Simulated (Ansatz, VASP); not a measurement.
**Two plane-wave programs on Sr3Ag**

The input INCAR:

```
SYSTEM = Sr3Ag
PREC = Accurate ; ENCUT = 520
EDIFF = 1E-7 ; ISMEAR = -1
SIGMA = 0.05 ; LREAL = .FALSE.
LASPH = .TRUE. ; NELM = 100
ALGO = Fast ; ISIF = 2
LWAVE = .FALSE. ; LCHARG = .FALSE.
GGA = PE ; NBANDS = 28
```

KPOINTS

```
Automatic mesh
0
G
  5 5 5
  0 0 0
```

Contents of POSCAR:

```
Sr3Ag
1.0
    5.4166648895      0.0000000000      0.0000000000
    0.0000000000      5.4166648895      0.0000000000
    0.0000000000      0.0000000000      5.4166648895
Ag Sr
1 3
Direct
    0.0000000000      0.0000000000      0.0000000000
    0.5000000000      0.5000000000      0.0000000000
    0.5000000000      0.0000000000      0.5000000000
    0.0000000000      0.5000000000      0.5000000000
```

input.yaml

```yaml
crystal:
  lattice:
    - [5.4166648895, 0.0, 0.0]
    - [0.0, 5.4166648895, 0.0]
    - [0.0, 0.0, 5.4166648895]
  atoms:
    - { symbol: Ag, position: [0.0, 0.0, 0.0] }
    - { symbol: Sr, position: [0.5, 0.5, 0.0] }
    - { symbol: Sr, position: [0.5, 0.0, 0.5] }
    - { symbol: Sr, position: [0.0, 0.5, 0.5] }
hamiltonian:
  xc: pbe
  pseudopotentials: { kind: paw }
kpoints:
  mp_grid: { grid: [5, 5, 5] }
scf:
  occupations: { method: fermi_dirac, width: 0.05 }
output:
  forces: true
  stress: true
  eigenvalues: true
  write_density: true
  write_potential: true
  elf: true
  volumetric_format: npy
```

Alike in both runs: task single point; functional PBE; k mesh 5 × 5 × 5; occupations fermi-dirac, width 0.05 eV; no spin polarisation.

|  | VASP | Ansatz |
| --- | --- | --- |
| version | VASP 6.6.1 | Ansatz 0.2.0 |
| potentials or method | VASP PAW PBE potentials, release 64 (Ag, Sr_sv) | Ansatz PAW |
| plane-wave cutoff (eV) | 520 | 420 |
| valence electrons in the cell | 41 | 49 |

|  | VASP | Ansatz | Ansatz less VASP |
| --- | --- | --- | --- |
| gap on the k mesh at the Fermi level (eV) | none | none | - |
| pressure (GPa) | 0.7 | 0.7 | -0.04 |

A gap of «none» marks a metal or a gap that the smearing closes. The functional is the same, so the differences come from potentials, cutoffs and numerics. VASP's potentials hold 41 valence electrons a cell and Ansatz's 49, so a difference there can come from the potentials and not from the codes.
